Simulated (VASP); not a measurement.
# ZnO (P6_3mc) in VASP: notebook

The runs below take ZnO through relaxation of the atoms, with PBE.

Program: VASP 6.6.1. These are calculated values, not measurements. Logs are shortened: lines on timing, memory, paths and dates and some standing lists are left out, and cuts for length are marked.

### 1 The cell of the first run

The structure is hexagonal, space group P6_3mc (No. 186). The conventional cell has a = 3.205 Å, b = 3.205 Å, c = 5.133 Å, α = 90.00°, β = 90.00°, γ = 120.00°. Within 2.6 Å of Zn (site symmetry 3m) lie 4 O at 1.95 to 1.96 Å. O (site symmetry 3m) has 4 Zn at 1.95 to 1.96 Å within 2.6 Å.

### 2 Relaxation of the atoms, PBE (11.42 Å³/atom)

File INCAR:

```
  PREC = Accurate
  ENCUT = 520
  EDIFF = 1E-7
  ISMEAR = -1
  SIGMA = 0.02
  LREAL = F
  LASPH = T
  NELM = 120
  ALGO = Normal
  ISIF = 2
  LWAVE = F
  LCHARG = F
  GGA = PE
  IBRION = 2
  NSW = 80
  EDIFFG = -0.02
  GGA_COMPAT = F
  NELMIN = 4
```

File KPOINTS:

```
regular mesh
0
Gamma
  11 11 6
```

File POSCAR:

```
ZnO
1.0
    3.2054838058      0.0000000000      0.0000000000
   -1.6027419029      2.7760304072      0.0000000000
    0.0000000000      0.0000000000      5.1334697570
Zn O
2 2
Direct
    0.3333333333      0.6666666667      0.0004799578
    0.6666666667      0.3333333333      0.5004799578
    0.3333333333      0.6666666667      0.3816200422
    0.6666666667      0.3333333333      0.8816200422
```

Potentials or basis: VASP PAW PBE potentials, release 64 (Zn, O).

Command:

```
$ cat potpaw_PBE.64/Zn/POTCAR potpaw_PBE.64/O/POTCAR > POTCAR
$ mpirun -np 1 vasp_std > vasp.out
```

OUTCAR:

```text
PREC = Accurate
   ENCUT = 520
   EDIFF = 1E-7
   ISMEAR = -1
   LREAL = F
   LASPH = T
   NELM = 120
   ISIF = 2
   GGA = PE
   IBRION = 2
   NSW = 80
   EDIFFG = -0.02
   NELMIN = 4

 ion  position               nearest neighbor table
   1  0.333  0.667  0.000-   4 1.95   4 1.95   4 1.95   3 1.96
   2  0.667  0.333  0.500-   3 1.95   3 1.95   3 1.95   4 1.96
   3  0.333  0.667  0.382-   2 1.95   2 1.95   2 1.95   1 1.96
   4  0.667  0.333  0.882-   1 1.95   1 1.95   1 1.95   2 1.96

  LATTYP: Found a hexagonal cell.
 ALAT       =     3.2054838058
 C/A-ratio  =     1.6014648858

  Lattice vectors:

 A1 = (   3.2054838058,   0.0000000000,   0.0000000000)
 A2 = (  -1.6027419029,   2.7760304072,   0.0000000000)
 A3 = (   0.0000000000,   0.0000000000,   5.1334697570)

Analysis of symmetry for initial positions (statically):
=====================================================================
 Subroutine PRICEL returns:
 Original cell was already a primitive cell.

 Routine SETGRP: Setting up the symmetry group for a
 hexagonal supercell.

 Subroutine GETGRP returns: Found 12 space group operations
 (whereof  6 operations were pure point group operations)
 out of a pool of 24 trial point group operations.

The static configuration has the point symmetry C_3v.
 The point group associated with its full space group is C_6v.

Analysis of symmetry for dynamics (positions and initial velocities):
=====================================================================
 Subroutine PRICEL returns:
 Original cell was already a primitive cell.

 Routine SETGRP: Setting up the symmetry group for a
 hexagonal supercell.

 Subroutine GETGRP returns: Found 12 space group operations
 (whereof  6 operations were pure point group operations)
 out of a pool of 24 trial point group operations.

The dynamic configuration has the point symmetry C_3v.
 The point group associated with its full space group is C_6v.

 Subroutine INISYM returns: Found 12 space group operations
 (whereof  6 operations are pure point group operations),
 and found     1 'primitive' translations

----------------------------------------------------------------------------------------

                                     Primitive cell

  volume of cell :      45.6803

  direct lattice vectors                    reciprocal lattice vectors
     3.205483806  0.000000000  0.000000000     0.311965388  0.180113301  0.000000000
    -1.602741903  2.776030407  0.000000000     0.000000000  0.360226602  0.000000000
     0.000000000  0.000000000  5.133469757     0.000000000  0.000000000  0.194800018

  length of vectors
     3.205483806  3.205483806  5.133469757     0.360226602  0.360226602  0.194800018

  position of ions in fractional coordinates (direct lattice)
     0.333333333  0.666666667  0.000479958
     0.666666667  0.333333333  0.500479958
     0.333333333  0.666666667  0.381620042
     0.666666667  0.333333333  0.881620042

  ion indices of the primitive-cell ions
   primitive index   ion index
                 1           1
                 2           2
                 3           3
                 4           4

----------------------------------------------------------------------------------------

 KPOINTS: regular mesh

Automatic generation of k-mesh.
 Grid dimensions read from file:
 generate k-points for:   11   11    6

 Generating k-lattice:

  Cartesian coordinates                     Fractional coordinates (reciprocal lattice)
     0.028360490  0.016373936  0.000000000     0.090909091  0.000000000  0.000000000
     0.000000000  0.032747873  0.000000000     0.000000000  0.090909091  0.000000000
     0.000000000  0.000000000  0.032466670     0.000000000  0.000000000  0.166666667

  Length of vectors
     0.032747873  0.032747873  0.032466670

  Shift w.r.t. Gamma in fractional coordinates (k-lattice)
     0.000000000  0.000000000  0.000000000

 Subroutine IBZKPT returns following result:
 ===========================================

 Found     64 irreducible k-points:

 Following reciprocal coordinates:
            Coordinates               Weight
  0.000000  0.000000  0.000000      1.000000
  0.090909 -0.000000  0.000000      6.000000
  0.181818 -0.000000  0.000000      6.000000
  0.272727  0.000000  0.000000      6.000000
  0.363636 -0.000000  0.000000      6.000000
  0.454545 -0.000000  0.000000      6.000000
[... 16 lines left out ...]
  0.090909  0.090909  0.166667     12.000000
  0.181818  0.090909  0.166667     24.000000
 [... further k-points ...]
   k-points           NKPTS =     64   k-points in BZ     NKDIM =     64   number of bands    NBANDS=     22
   number of dos      NEDOS =    301   number of ions     NIONS =      4
   total plane-waves  NPLWV =  23040
   dimension x,y,z NGX =    24 NGY =   24 NGZ =   40
   dimension x,y,z NGXF=    48 NGYF=   48 NGZF=   80
   ions per type =               2   2
   NGX,Y,Z   is equivalent  to a cutoff of  12.45, 12.45, 12.95 a.u.
   NGXF,Y,Z  is equivalent  to a cutoff of  24.89, 24.89, 25.91 a.u.
 SYSTEM =  unknown system
   PREC   = accura    normal or accurate (medium, high low for compatibility)
   ISTART =      0    job   : 0-new  1-cont  2-samecut
   ICHARG =      2    charge: 1-file 2-atom 10-const
   ISPIN  =      1    spin polarized calculation?
   LNONCOLLINEAR =      F non collinear calculations
   LSORBIT =      F    spin-orbit coupling
   LASPH  =      T    aspherical Exc in radial PAW
   ENCUT  =  520.0 eV  38.22 Ry    6.18 a.u.   5.96  5.96  9.54*2*pi/ulx,y,z
   NELM   =    120;   NELMIN=  4; NELMDL= -5     # of ELM steps
   EDIFF  = 0.1E-06   stopping-criterion for ELM
   LREAL  =      F    real-space projection
   EDIFFG = -.2E-01   stopping-criterion for IOM
   NSW    =     80    number of steps for IOM
   IBRION =      2    ionic relax: 0-MD 1-quasi-New 2-CG
   NFREE  =      1    steps in history (QN), initial steepest desc. (CG)
   ISIF   =      2    stress and relaxation
   ISYM   =      2    0-nonsym 1-usesym 2-fastsym
   POTIM  = 0.5000    time-step for ionic-motion
   TEBEG  =    0.0;   TEEND  =   0.0 temperature during run
   PSTRESS=    0.0 pullay stress
   NELECT =      36.0000    total number of electrons
   NUPDOWN=      -1.0000    fix difference up-down
   EMIN   =  10.00;   EMAX   =-10.00  energy-range for DOS
   EFERMI =   0.00;   METHOD = LEGACY
   ISMEAR =    -1;   SIGMA  =   0.02  broadening in eV -4-tet -1-fermi 0-gaus
   EFERMI_NEDOS =   21; number of points for ismear=-14 and -15
   IALGO  =     38    algorithm
   IMIX   =      4    mixing-type and parameters
     AMIX     =   0.40;   BMIX     =  1.00
     AMIX_MAG =   1.60;   BMIX_MAG =  1.00
  volume/ion in A,a.u.               =      11.42        77.07
  Fermi-wavevector in a.u.,A,eV,Ry     =   1.512166  2.857579 31.111697  2.286645
  Thomas-Fermi vector in A             =   2.622126
   LORBIT       =      0    0 simple, 1 ext, 2 COOP (PROOUT), +10 PAW based schemes
   GGA     = PE    functional components
   LHFCALC =     F    Hartree Fock is set to
   AEXX    =    0.0000 exact exchange contribution
   IVDW    =     0    specifies the selected vdW correction
   LEPSILON=     F    determine dielectric tensor
   LRPA    =     F    only Hartree local field effects (RPA)
 conjugate gradient relaxation of ions
 non-spin polarized calculation
  energy-cutoff  :      520.00
  volume of cell :       45.68
 maximum number of plane-waves:      1249
 NGX is ok and might be reduce to    24
   NGX = 11   NGY = 11   NGZ = 19

 number of electron      36.0000006 magnetization

 Free energy of the ion-electron system (eV)
  ---------------------------------------------------
  ext. energy  EPLUGINS =         0.00000000
  ---------------------------------------------------
  free energy    TOTEN  =       -17.70959476 eV

  energy without entropy =      -17.70959476  energy(sigma->0) =      -17.70959476

 E-fermi :   2.0156     XC(G=0): -11.1330

 val. band max:        1.5890736853   @ k =   0.0000   0.0000   0.0000
 cond. band min:       2.4381182580   @ k =   0.0000   0.0000   0.0000
 fundamental gap:      0.8490445727
 Fermi energy:         2.0155746644

 k-point     1 :       0.0000    0.0000    0.0000
  band No.  band energies     occupation
      1     -16.8472      2.00000
      2     -16.0514      2.00000
      3      -4.3575      2.00000
      4      -4.3249      2.00000
      5      -4.3249      2.00000
      6      -4.2445      2.00000
[... 14 lines left out ...]
     21       9.9819      0.00000
     22      14.6353      0.00000

 k-point     2 :       0.0909   -0.0000    0.0000
  band No.  band energies     occupation
      1     -16.7978      2.00000
      2     -16.0297      2.00000
      3      -4.3898      2.00000
      4      -4.2959      2.00000
      5      -4.2845      2.00000
      6      -4.2142      2.00000
[... 14 lines left out ...]
     21       9.9703      0.00000
     22      13.7465      0.00000

 k-point     3 :       0.1818   -0.0000    0.0000
  band No.  band energies     occupation
      1     -16.6608      2.00000
      2     -15.9737      2.00000
      3      -4.5256      2.00000
      4      -4.2212      2.00000
      5      -4.2129      2.00000
      6      -4.1326      2.00000
[... 14 lines left out ...]
     21       9.9245      0.00000
     22      12.3027      0.00000
[... 476 lines left out ...]
 k-point    23 :       0.0909    0.0909    0.1667
  band No.  band energies     occupation
      1     -16.6586      2.00000
      2     -16.0404      2.00000
      3      -4.4971      2.00000
      4      -4.4066      2.00000
      5      -4.2185      2.00000
      6      -4.1886      2.00000
[... 14 lines left out ...]
     21      10.1765      0.00000
     22      12.7981      0.00000

 k-point    24 :       0.1818    0.0909    0.1667
  band No.  band energies     occupation
      1     -16.4988      2.00000
      2     -15.9709      2.00000
      3      -4.6091      2.00000
      4      -4.3937      2.00000
      5      -4.1582      2.00000
      6      -4.0889      2.00000
[... 14 lines left out ...]
     21      10.1734      0.00000
     22      11.6464      0.00000

 [... further k-points ...]

------------------------ aborting loop because EDIFF is reached ----------------------------------------

  FORCE on cell =-STRESS in cart. coord.  units (eV):
  Direction    XX          YY          ZZ          XY          YZ          ZX
  --------------------------------------------------------------------------------------
  -------------------------------------------------------------------------------------
  Total        3.6286010      3.6286010      3.8199562      0.0000000      0.0000000     -0.0000000
  in kB      127.2685175    127.2685174    133.9800567      0.0000000      0.0000000     -0.0000000
  external PRESSURE =     129.5056972 kB  Pullay stress =       0.0000000 kB

 VOLUME and BASIS-vectors are now :
 -----------------------------------------------------------------------------
  energy-cutoff  :      520.00
  volume of cell :       45.68
      direct lattice vectors                 reciprocal lattice vectors
     3.205483806  0.000000000  0.000000000     0.311965388  0.180113301  0.000000000
    -1.602741903  2.776030407  0.000000000     0.000000000  0.360226602  0.000000000
     0.000000000  0.000000000  5.133469757     0.000000000  0.000000000  0.194800018

 POSITION                                       TOTAL-FORCE (eV/Angst)
 -----------------------------------------------------------------------------------
     -0.00000      1.85069      0.00246        -0.000000      0.000000     -0.004436
      1.60274      0.92534      2.56920         0.000000     -0.000000     -0.004436
     -0.00000      1.85069      1.95903         0.000000     -0.000000      0.004436
      1.60274      0.92534      4.52577        -0.000000      0.000000      0.004436
 -----------------------------------------------------------------------------------
    total drift:                                0.000000      0.000001      0.001430

  FREE ENERGIE OF THE ION-ELECTRON SYSTEM (eV)
  ---------------------------------------------------
  free  energy   TOTEN  =       -17.7095947625 eV

  energy  without entropy=      -17.7095947625  energy(sigma->0) =      -17.70959476

 reached required accuracy - stopping structural energy minimisation
```

Run time: 66 s. Hardware: 1 thread of Intel Xeon Platinum 8488C (Sapphire Rapids), shared host; peak memory 0.19 GiB.

Results:

- Free energy: -17.7096 eV
- Pressure after relaxing: 13.0 GPa
- Largest force after relaxing: 0.004 eV/Å
- Band gap on the k mesh: 0.85 eV

Forces in eV/Å, atoms in the order of the input:
```
Zn   0.000  0.000 -0.004
Zn   0.000  0.000 -0.004
O    0.000  0.000  0.004
O    0.000  0.000  0.004
```

Final structure:
```yaml
crystal:
  lattice:
    - [3.20548, 0.00000, 0.00000]
    - [-1.60274, 2.77603, 0.00000]
    - [0.00000, 0.00000, 5.13347]
  atoms:
    - { symbol: Zn, position: [0.33333, 0.66667, 0.00048] }
    - { symbol: Zn, position: [0.66667, 0.33333, 0.50048] }
    - { symbol: O, position: [0.33333, 0.66667, 0.38162] }
    - { symbol: O, position: [0.66667, 0.33333, 0.88162] }
```

Caveat: the relaxation stopped at its first step, so nothing moved.

### 3 Relaxation of the atoms, PBE (z stretched by -2 %)

File INCAR:

```
ALGO     = Normal         # electronic algorithm
EDIFF    = 1E-7           # SCF threshold, eV
EDIFFG   = -0.02          # ionic threshold
ENCUT    = 520            # plane-wave cutoff, eV
GGA      = PE             # functional
GGA_COMPAT= False        
IBRION   = 2              # ionic algorithm
ISIF     = 2              # what is computed and relaxed
ISMEAR   = -1             # smearing method
LASPH    = True           # aspherical terms in the spheres
LCHARG   = False          # write CHGCAR
LREAL    = False          # projectors in reciprocal space
LWAVE    = False          # write WAVECAR
NELM     = 120            # most SCF steps
NELMIN   = 4            
NSW      = 80             # ionic steps
PREC     = Accurate       # precision mode
SIGMA    = 0.02           # smearing width, eV
```

File KPOINTS:

```
k-points
0
Gamma
  11 11 6
```

File POSCAR:

```
ZnO
1.0
    3.2494000000      0.0000000000      0.0000000000
   -1.6247000000      2.8140629471      0.0000000000
    0.0000000000      0.0000000000      5.0997240000
Zn O
2 2
Direct
    0.3333333333      0.6666666667      0.0004799578
    0.6666666667      0.3333333333      0.5004799578
    0.3333333333      0.6666666667      0.3816200422
    0.6666666667      0.3333333333      0.8816200422
```

Potentials or basis: VASP PAW PBE potentials, release 64 (Zn, O).

Command:

```
$ cat potpaw_PBE.64/Zn/POTCAR potpaw_PBE.64/O/POTCAR > POTCAR
$ mpirun -np 1 vasp_std > vasp.out
```

It took 3 min on 1 thread of AMD EPYC 7R43 (Zen 3), shared host; peak memory 0.16 GiB.

It converged, with:

```yaml
Free_energy: -17.7703 eV
Energy_gained_by_relaxing: 1.8 meV/atom
Ionic_steps: 3
Pressure_after_relaxing: 9.2 GPa
Band_gap_on_the_k_mesh: 0.84 eV
```

Stress tensor (GPa, compression positive):
```
 8.37  0.00  0.00
 0.00  8.37  0.00
 0.00  0.00 10.73
```

Step by step:
```
step  energy change (eV)  largest force (eV/Å)  pressure (GPa)
   1              0.0000                0.2362            9.37
   2             -0.0066                0.0565            9.19
   3             -0.0070                0.0009            9.15
```

Final structure:
```yaml
crystal:
  lattice:
    - [3.24940, 0.00000, 0.00000]
    - [-1.62470, 2.81406, 0.00000]
    - [0.00000, 0.00000, 5.09972]
  atoms:
    - { symbol: Zn, position: [0.33333, 0.66667, 0.99748] }
    - { symbol: Zn, position: [0.66667, 0.33333, 0.49748] }
    - { symbol: O, position: [0.33333, 0.66667, 0.38462] }
    - { symbol: O, position: [0.66667, 0.33333, 0.88462] }
```

Levels at points of the mesh, in eV from the valence-band top:
```tsv
k point	band 14	band 15	band 16	band 17	band 18	band 19	band 20	band 21	band 22
(0.00, 0.00, 0.00)	-0.82	-0.82	-0.10	0.00	0.00	0.84	5.19	8.50	12.76
(0.00, 0.00, 0.50)	-2.19	-0.40	-0.40	-0.40	-0.40	3.54	3.54	10.30	10.30
```

Caveat: the cell differs from its parent crystal (z stretched by -2 %).

### 4 Relaxation of the atoms, PBE (z stretched by +1 %)

File INCAR:

```
SYSTEM = ZnO
PREC = Accurate
ENCUT = 520
EDIFF = 1E-7
ISMEAR = -1
SIGMA = 0.02
LREAL = .FALSE.
LASPH = .TRUE.
NELM = 120
ALGO = Normal
ISIF = 2
LWAVE = .FALSE.
LCHARG = .FALSE.
GGA = PE
IBRION = 2
NSW = 80
EDIFFG = -0.02
GGA_COMPAT = .FALSE.
NELMIN = 4
```

File KPOINTS:

```
regular mesh
0
G
  11 11 6
  0 0 0
```

POSCAR: that of step 3 with these lines changed.

```diff
@@ -4,3 +4,3 @@
    -1.6247000000      2.8140629471      0.0000000000
-    0.0000000000      0.0000000000      5.0997240000
+    0.0000000000      0.0000000000      5.2558380000
 Zn O
```

Command:

```
$ cat potpaw_PBE.64/Zn/POTCAR potpaw_PBE.64/O/POTCAR > POTCAR
$ mpirun -np 1 vasp_std > vasp.out
```

Run time: 3.4 min. Hardware: 1 thread of Oxide Virtual Turin-like, shared host; peak memory 0.16 GiB.

Results (log left out):

```yaml
Free_energy: -17.8389 eV
Energy_gained_by_relaxing: 0.3 meV/atom
Ionic_steps: 3
Pressure_after_relaxing: 4.5 GPa
Band_gap_on_the_k_mesh: 0.76 eV
```

Forces on the atoms (eV/Å):
```
Zn   0.000  0.000 -0.002
Zn   0.000  0.000 -0.002
O    0.000  0.000  0.002
O    0.000  0.000  0.002
```

Stress tensor (GPa, compression positive):
```
4.57 0.00 0.00
0.00 4.57 0.00
0.00 0.00 4.38
```

The path:
```
step  energy change (eV)  largest force (eV/Å)  pressure (GPa)
   1              0.0000                0.0886            4.56
   2             -0.0011                0.0362            4.51
   3             -0.0013                0.0021            4.51
```

Final structure:
```xyz
4
Lattice="3.2494 0.0000 0.0000 -1.6247 2.8141 0.0000 0.0000 0.0000 5.2558" Properties=species:S:1:pos:R:3 pbc="T T T"
Zn    0.0000    1.8760    0.0097
Zn    1.6247    0.9380    2.6377
O     0.0000    1.8760    1.9985
O     1.6247    0.9380    4.6264
```

Levels at points of the mesh, in eV from the valence-band top:
```tsv
k point	band 14	band 15	band 16	band 17	band 18	band 19	band 20	band 21	band 22
(0.00, 0.00, 0.00)	-0.78	-0.78	-0.09	0.00	0.00	0.76	5.20	8.14	12.88
(0.00, 0.00, 0.50)	-2.25	-0.39	-0.39	-0.39	-0.39	3.42	3.42	10.01	10.01
```

Caveat: the cell differs from its parent crystal (z stretched by +1 %); semilocal functionals underestimate gaps, and a narrow one can read as zero.

(Part 1 of 2 ends here.)
